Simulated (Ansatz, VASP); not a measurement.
## One calculation of Ga, two programs

The input POSCAR:

```
Ga
1.0
    2.7164800000      0.0000000000      0.0000000000
    0.0000000000      2.7164800000      0.0000000000
    0.0000000000      0.0000000000      2.7164800000
Ga
1
Direct
    0.0000000000      0.0000000000      0.0000000000
```

File INCAR.step1:

```
  ALGO = Normal
  EDIFF = 1E-5
  ENCUT = 520
  GGA = PE
  ISIF = 2
  ISMEAR = -1
  LASPH = True
  LCHARG = False
  LREAL = False
  LWAVE = True
  NBANDS = 12
  NELM = 60
  PREC = Accurate
  SIGMA = 0.05
```

Contents of INCAR.step2:

```
  AEXX = 0.2
  AGGAC = 0.81
  AGGAX = 0.72
  ALDAC = 0.19
  ALGO = Normal
  EDIFF = 1E-6
  ENCUT = 520
  GGA = B3
  ISIF = 2
  ISMEAR = -1
  ISTART = 1
  LASPH = True
  LCHARG = False
  LHFCALC = True
  LREAL = False
  LWAVE = False
  NBANDS = 12
  NELM = 60
  PREC = Accurate
  PRECFOCK = Normal
  SIGMA = 0.05
```

KPOINTS

```
k-points
0
Gamma
  5 5 5
```

input

```
crystal:
  lattice:
    - [2.71648, 0.0, 0.0]
    - [0.0, 2.71648, 0.0]
    - [0.0, 0.0, 2.71648]
  atoms:
    - { symbol: Ga, position: [0.0, 0.0, 0.0] }
hamiltonian:
  xc: b3lyp
  pseudopotentials: { kind: paw }
kpoints:
  mp_grid: { grid: [5, 5, 5] }
scf:
  occupations: { method: fermi_dirac, width: 0.05 }
output:
  forces: true
  stress: true
  eigenvalues: true
```

Alike in both runs: task single point; functional B3LYP; k mesh 5 × 5 × 5; occupations fermi-dirac, width 0.05 eV; no spin polarisation.

|  | VASP | Ansatz |
| --- | --- | --- |
| version | VASP 6.6.1 | Ansatz 0.2.0 |
| potentials or method | VASP PAW PBE potentials, release 64 (Ga_d) | Ansatz PAW |
| plane-wave cutoff (eV) | 520 | 420 |
| valence electrons in the cell | 13 | 13 |

Ansatz gave:

```
gap on the k mesh at the Fermi level (eV) : none
pressure (GPa)                            : 2.4
```

Problem. What did VASP give for the same quantities?

Solution. gap on the k mesh at the Fermi level (eV): none; pressure (GPa): 2.2.

VASP's potentials were made for PBE, not for B3LYP. A gap of «none» marks a metal or a gap that the smearing closes. The functional is the same, so the differences come from potentials, cutoffs and numerics.

The k mesh is coarse, so the values compare programs but aren't converged.
